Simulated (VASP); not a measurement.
# TaN (Fm-3m) in VASP: a series of runs, part 3 of 3

VASP 6.6.1. Earlier steps stand in the parts before.

### Step 5. Electric field gradients, PBEsol (volume scaled by 1.06)

Input file INCAR:

```
SYSTEM = TaN
ALGO = Normal
EDIFF = 1E-8
ENCUT = 520
GGA = PS
GGA_COMPAT = .FALSE.
ISIF = 2
ISMEAR = -1
LASPH = .TRUE.
LCHARG = .FALSE.
LEFG = .TRUE.
LREAL = .FALSE.
LWAVE = .FALSE.
NBANDS = 15
NELM = 120
PREC = Accurate
SIGMA = 0.02
```

Input file KPOINTS:

```
k-points
0
G
  9 9 9
  0 0 0
```

Input file POSCAR:

```
TaN
1.0
    0.0000000000      2.2217363401      2.2217363401
    2.2217363401      0.0000000000      2.2217363401
    2.2217363401      2.2217363401      0.0000000000
Ta N
1 1
Direct
    0.5000000000      0.5000000000      0.5000000000
    0.0000000000      0.0000000000      0.0000000000
```

Potentials or basis: VASP PAW PBE potentials, release 64 (Ta_pv, N).

Command:

```sh
$ cat potpaw_PBE.64/Ta_pv/POTCAR potpaw_PBE.64/N/POTCAR > POTCAR
$ mpirun -np 1 vasp_std > vasp.out
```

OUTCAR:

```text
SYSTEM = TaN
   EDIFF = 1E-8
   ENCUT = 520
   GGA = PS
   ISIF = 2
   ISMEAR = -1
   LASPH = .TRUE.
   LREAL = .FALSE.
   NELM = 120
   PREC = Accurate

 ion  position               nearest neighbor table
   1  0.500  0.500  0.500-   2 2.22   2 2.22   2 2.22   2 2.22   2 2.22   2 2.22
   2  0.000  0.000  0.000-   1 2.22   1 2.22   1 2.22   1 2.22   1 2.22   1 2.22

  LATTYP: Found a face centered cubic cell.
 ALAT       =     4.4434726802

  Lattice vectors:

 A1 = (   0.0000000000,   2.2217363401,   2.2217363401)
 A2 = (   2.2217363401,   0.0000000000,   2.2217363401)
 A3 = (   2.2217363401,   2.2217363401,   0.0000000000)

Analysis of symmetry for initial positions (statically):
=====================================================================
 Subroutine PRICEL returns:
 Original cell was already a primitive cell.

 Routine SETGRP: Setting up the symmetry group for a
 face centered cubic supercell.

 Subroutine GETGRP returns: Found 48 space group operations
 (whereof 48 operations were pure point group operations)
 out of a pool of 48 trial point group operations.

The static configuration has the point symmetry O_h .

Analysis of symmetry for dynamics (positions and initial velocities):
=====================================================================
 Subroutine PRICEL returns:
 Original cell was already a primitive cell.

 Routine SETGRP: Setting up the symmetry group for a
 face centered cubic supercell.

 Subroutine GETGRP returns: Found 48 space group operations
 (whereof 48 operations were pure point group operations)
 out of a pool of 48 trial point group operations.

The dynamic configuration has the point symmetry O_h .

 Subroutine INISYM returns: Found 48 space group operations
 (whereof 48 operations are pure point group operations),
 and found     1 'primitive' translations

----------------------------------------------------------------------------------------

                                     Primitive cell

  volume of cell :      21.9335

  direct lattice vectors                    reciprocal lattice vectors
     0.000000000  2.221736340  2.221736340    -0.225049206  0.225049206  0.225049206
     2.221736340  0.000000000  2.221736340     0.225049206 -0.225049206  0.225049206
     2.221736340  2.221736340  0.000000000     0.225049206  0.225049206 -0.225049206

  length of vectors
     3.142009664  3.142009664  3.142009664     0.389796660  0.389796660  0.389796660

  position of ions in fractional coordinates (direct lattice)
     0.500000000  0.500000000  0.500000000
     0.000000000  0.000000000  0.000000000

  ion indices of the primitive-cell ions
   primitive index   ion index
                 1           1
                 2           2

----------------------------------------------------------------------------------------

 KPOINTS: k-points

Automatic generation of k-mesh.
 Grid dimensions read from file:
 generate k-points for:    9    9    9

 Generating k-lattice:
[... 79 lines left out ...]
   IALGO  =     38    algorithm
   IMIX   =      4    mixing-type and parameters
     AMIX     =   0.40;   BMIX     =  1.00
     AMIX_MAG =   1.60;   BMIX_MAG =  1.00
  volume/ion in A,a.u.               =      10.97        74.01
  Fermi-wavevector in a.u.,A,eV,Ry     =   1.473711  2.784910 29.549459  2.171824
  Thomas-Fermi vector in A             =   2.588571
   LORBIT       =      0    0 simple, 1 ext, 2 COOP (PROOUT), +10 PAW based schemes
   GGA     = PS    functional components
   LHFCALC =     F    Hartree Fock is set to
   AEXX    =    0.0000 exact exchange contribution
   IVDW    =     0    specifies the selected vdW correction
   LEPSILON=     F    determine dielectric tensor
   LRPA    =     F    only Hartree local field effects (RPA)
 non-spin polarized calculation
  energy-cutoff  :      520.00
  volume of cell :       21.93
 maximum number of plane-waves:       609
   NGX = 11   NGY = 11   NGZ = 11

 number of electron      16.0000003 magnetization

 Free energy of the ion-electron system (eV)
  ---------------------------------------------------
  ext. energy  EPLUGINS =         0.00000000
  ---------------------------------------------------
  free energy    TOTEN  =       -23.17184250 eV

  energy without entropy =      -23.17061461  energy(sigma->0) =      -23.17122856

 E-fermi :   8.9186     XC(G=0): -13.4200

 val. band max:        8.8249772462   @ k =  -0.4444   0.2222   0.1111
 cond. band min:       8.9537189546   @ k =   0.2222   0.1111   0.0000
 fundamental gap:      0.1287417084
 Fermi energy:         8.9185583438

 k-point     1 :       0.0000    0.0000    0.0000
  band No.  band energies     occupation
      1     -26.7458      2.00000
      2     -26.7458      2.00000
      3     -26.7458      2.00000
      4      -9.5219      2.00000
      5       5.3236      2.00000
      6       5.3236      2.00000
      7       5.3236      2.00000
      8       6.9813      2.00000
      9       6.9813      2.00000
     10       6.9813      2.00000
     11       9.0420      0.00417
     12       9.0420      0.00417
     13      10.3067      0.00000
     14      18.3904      0.00000
[... 401 lines left out ...]
      2     -26.9940      2.00000
      3     -26.9940      2.00000
      4      -8.2220      2.00000
      5       2.2303      2.00000
      6       3.8086      2.00000
      7       4.4550      2.00000
      8       4.4550      2.00000
      9      10.9400      0.00000
     10      12.3626      0.00000
     11      12.3626      0.00000
     12      13.1236      0.00000
     13      15.7701      0.00000
     14      17.9600      0.00000
     15      21.3207      0.00000

 [... further k-points ...]

------------------------ aborting loop because EDIFF is reached ----------------------------------------

  FORCE on cell =-STRESS in cart. coord.  units (eV):
  Direction    XX          YY          ZZ          XY          YZ          ZX
  --------------------------------------------------------------------------------------
  -------------------------------------------------------------------------------------
  Total       -1.9427058     -1.9427058     -1.9427058     -0.0000000     -0.0000000      0.0000000
  in kB     -141.9090404   -141.9090404   -141.9090404     -0.0000000     -0.0000000      0.0000000
  external PRESSURE =    -141.9090404 kB  Pullay stress =       0.0000000 kB

 VOLUME and BASIS-vectors are now :
 -----------------------------------------------------------------------------
  energy-cutoff  :      520.00
  volume of cell :       21.93
      direct lattice vectors                 reciprocal lattice vectors
     0.000000000  2.221736340  2.221736340    -0.225049206  0.225049206  0.225049206
     2.221736340  0.000000000  2.221736340     0.225049206 -0.225049206  0.225049206
     2.221736340  2.221736340  0.000000000     0.225049206  0.225049206 -0.225049206

 POSITION                                       TOTAL-FORCE (eV/Angst)
 -----------------------------------------------------------------------------------
      2.22174      2.22174      2.22174         0.000000     -0.000000      0.000000
      0.00000      0.00000      0.00000        -0.000000      0.000000     -0.000000
 -----------------------------------------------------------------------------------
    total drift:                                0.000000     -0.000000     -0.000000

  FREE ENERGIE OF THE ION-ELECTRON SYSTEM (eV)
  ---------------------------------------------------
  free  energy   TOTEN  =       -23.1718425014 eV

  energy  without entropy=      -23.1706146143  energy(sigma->0) =      -23.17122856

 Electric field gradients (V/A^2)
---------------------------------------------------------------------
 ion       V_xx      V_yy      V_zz      V_xy      V_xz      V_yz
---------------------------------------------------------------------
   1       0.000    -0.000    -0.000    -0.000    -0.000    -0.000
   2      -0.000    -0.000     0.000     0.001     0.001     0.001
---------------------------------------------------------------------

 Electric field gradients after diagonalization (V/A^2)
 (convention: |V_zz| > |V_xx| > |V_yy|)
----------------------------------------------------------------------
 ion       V_xx      V_yy      V_zz     asymmetry (V_yy - V_xx)/ V_zz
----------------------------------------------------------------------
   1       0.000     0.000    -0.001       0.000
   2      -0.001    -0.001     0.001       0.000
----------------------------------------------------------------------

           NMR quadrupolar parameters

 Cq : quadrupolar parameter    Cq=e*Q*V_zz/h
 eta: asymmetry parameters     (V_yy - V_xx)/ V_zz
 Q  : nuclear electric quadrupole moment in mb (millibarn)
----------------------------------------------------------------------
 ion       Cq(MHz)       eta       Q (mb)
----------------------------------------------------------------------
   1      -0.000       0.000       1.000
   2       0.000       0.000       1.000
----------------------------------------------------------------------
```

It took 9.5 s on 1 thread of Intel Xeon 6975P-C, shared host; peak memory 0.14 GiB.

What came out:

* Free energy: -23.1718 eV
* Pressure: -14.2 GPa
* Band gap on the k mesh: zero (band 8 reaches 10.51 eV, above the bottom of band 9 at 6.98 eV)

Caveat: without QUAD_EFG the Cq values of the log hold for a quadrupole moment of 1 mb, not for the nuclei; the PAW data sets were made with another functional, which shifts forces and pressure a little; spin-orbit coupling is left out, which moves the levels of the heavy elements.

### Step 6. Summary

```csv
cell,gap on the mesh (eV),pressure (GPa)
"a = 3.102 Å, angles 60.0°, 2 atoms",none,-1.8
"a = 3.092 Å, angles 60.0°, 2 atoms",none,1.7
"a = 3.142 Å, angles 60.0°, 2 atoms",none,-14.2
```

Alike in all rows: task electric field gradients; level PBEsol; potentials or basis VASP PAW PBE potentials, release 64 (Ta_pv, N); no spin polarisation; k mesh 9 × 9 × 9; cutoff (eV) 520; smearing fermi-dirac 0.02 eV.

Caveats: the PAW data sets were made with another functional, which shifts forces and pressure a little; spin-orbit coupling is left out, which moves the levels of the heavy elements.

Absolute energies hang on the potentials; compare differences alone.
